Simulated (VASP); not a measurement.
Set up this calculation in VASP 6.6.1, as the native input.

* Task: single point
* Functional: PBE
* Potentials or basis: VASP PAW PBE potentials, release 64 (Tm_3, B, F), 4f in core
* Cutoff: 600 eV
* k mesh: 6 × 6 × 4
* Occupations: gaussian, width 0.1 eV
* Spin: no spin polarisation
* Dipole correction: no
* Mended: yes
* Further INCAR settings: ALGO = Normal; EDIFF = 1e-06; NBANDS = 26

The structure of Tm3BF lies in POSCAR:

```
Tm3BF
1.0
    5.0967066500      0.0000000000      0.0000000000
   -2.5483533200      4.4138774300      0.0000000000
    0.0000000000      0.0000000000      4.8827667900
Tm B F
3 1 1
Direct
    0.5000000000      0.0000000000      0.0000000000
    0.0000000000      0.5000000000      0.0000000000
    0.5000000000      0.5000000000      0.0000000000
    0.0000000000      0.0000000000      0.5000000000
    0.0000000000      0.0000000000      0.0000000000
```

The cell was built from a structure type or drawn by symmetry, and may not be a known phase.

One way to write it, as run:

INCAR

```
ALGO     = Normal         # electronic algorithm
EDIFF    = 1E-6           # SCF threshold, eV
ENCUT    = 600            # plane-wave cutoff, eV
GGA      = PE             # functional
GGA_COMPAT= False        
ISIF     = 2              # what is computed and relaxed
ISMEAR   = 0              # smearing method
LASPH    = True           # aspherical terms in the spheres
LCHARG   = True           # write CHGCAR
LELF     = True           # ELF
LMAXMIX  = 6              # l up to which the mixer works
LREAL    = False          # projectors in reciprocal space
LVHAR    = True         
LWAVE    = False          # write WAVECAR
NBANDS   = 26             # bands
NELM     = 200            # most SCF steps
PREC     = Accurate       # precision mode
SIGMA    = 0.1            # smearing width, eV
```

KPOINTS

```
k-points
0
Gamma
  6 6 4
```

Potentials or basis: VASP PAW PBE potentials, release 64 (Tm_3, B, F), 4f in core.

Launch:

```sh
$ cat potpaw_PBE.64/Tm_3/POTCAR potpaw_PBE.64/B/POTCAR potpaw_PBE.64/F/POTCAR > POTCAR
$ mpirun -np 1 vasp_std > vasp.out
```

It gave:

| Item | Value |
| --- | --- |
| Pressure | 11.2 GPa |
| Band gap on the k mesh | zero (an odd number of electrons rules out a gap without spin polarisation) |

Caveat: the cell stands under pressure; spin-orbit coupling is left out, which moves the levels of the heavy elements; the 4f electrons are frozen in the core, so they carry no moment and show no levels; an odd number of electrons without spin polarisation forces a metal; a magnetic or distorted state may lie lower; the run has no spin polarisation, though such a crystal can be magnetic.

Wall time 67 s on 1 thread of Intel(R) Xeon(R) Platinum 8488C (Sapphire Rapids) (shared host), peak memory 0.29 GiB.
